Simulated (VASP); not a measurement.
A run of VASP 6.6.1 is set up as follows.

File INCAR:

```
  PREC = Accurate
  ENCUT = 520
  EDIFF = 1E-6
  ISMEAR = -1
  SIGMA = 0.08
  LREAL = F
  LASPH = T
  NELM = 80
  ALGO = Normal
  ISIF = 2
  LWAVE = F
  LCHARG = F
  GGA = PS
  NBANDS = 10
```

File KPOINTS:

```
Automatic mesh
0
Gamma
  15 15 8
```

Contents of POSCAR:

```
Li
1.0
    3.0901223134      0.0000000000      0.0000000000
   -1.5450611567      2.6761244242      0.0000000000
    0.0000000000      0.0000000000      5.0588177620
Li
2
Direct
    0.3333333333      0.6666666667      0.2500000000
    0.6666666667      0.3333333333      0.7500000000
```

Potentials or basis: VASP PAW PBE potentials, release 64 (Li_sv).

Command:

```sh
$ cat potpaw_PBE.64/Li_sv/POTCAR > POTCAR
$ mpirun -np 1 vasp_std > vasp.out
```

Question: What does it give for the band gap on the k mesh?

Answer: Zero (bands 3 and 4 overlap by 4.55 eV).
